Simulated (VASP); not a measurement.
Set up this calculation in VASP 6.6.1, as the native input.

- Task: single point
- Functional: r2SCAN
- Potentials or basis: VASP PAW PBE potentials, release 64 (Ge_d)
- Cutoff: 520 eV
- k mesh: 10 × 10 × 10
- Occupations: methfessel-paxton, width 0.3 eV
- Spin: no spin polarisation
- Dipole correction: no
- Further INCAR settings: ALGO = Normal; EDIFF = 1e-06; NBANDS = 21

Crystal: Ge.

```
Ge
1.0
     0.00000    2.83601    2.83601
     2.83601    0.00000    2.83601
     2.83601    2.83601    0.00000
Ge
2
Direct
  0.50000 0.50000 0.50000
  0.75000 0.75000 0.75000
```

The input as run:

POSCAR

```
Ge
1.0
    0.0000000000      2.8360149687      2.8360149687
    2.8360149687      0.0000000000      2.8360149687
    2.8360149687      2.8360149687      0.0000000000
Ge
2
Direct
    0.5000000000      0.5000000000      0.5000000000
    0.7500000000      0.7500000000      0.7500000000
```

INCAR.step1

```
SYSTEM = Ge
PREC = Accurate
ENCUT = 520
ISMEAR = 1
SIGMA = 0.3
LREAL = .False.
LASPH = .True.
NELM = 60
NBANDS = 21
GGA = PE
ALGO = Normal
EDIFF = 1E-4
LWAVE = .True.
LCHARG = .False.
```

INCAR.step2

```
SYSTEM = Ge
PREC = Accurate
ENCUT = 520
EDIFF = 1E-6
ISMEAR = 1
SIGMA = 0.3
LREAL = .False.
LASPH = .True.
NELM = 60
ALGO = Normal
ISIF = 2
LWAVE = .False.
LCHARG = .False.
METAGGA = R2SCAN
LMIXTAU = .True.
NBANDS = 21
ISTART = 1
```

KPOINTS

```
regular mesh
0
Gamma
  10 10 10
  0 0 0
```

Potentials or basis: VASP PAW PBE potentials, release 64 (Ge_d).

Run with:

```console
$ cat potpaw_PBE.64/Ge_d/POTCAR > POTCAR
$ cp INCAR.step1 INCAR
$ mpirun -np 1 vasp_std > vasp.out
$ cp INCAR.step2 INCAR
$ mpirun -np 1 vasp_std > vasp.out
```

Results of the run:

```
Pressure               : 0.1 GPa
Band gap on the k mesh : 0.33 eV, direct
```

Caveat: the PAW data sets were made with another functional, which shifts forces and pressure a little.

It took 2.2 min on 1 thread of Intel(R) Xeon(R) Platinum 8375C CPU @ 2.90GHz (Ice Lake) (shared host), peak memory 0.18 GiB.
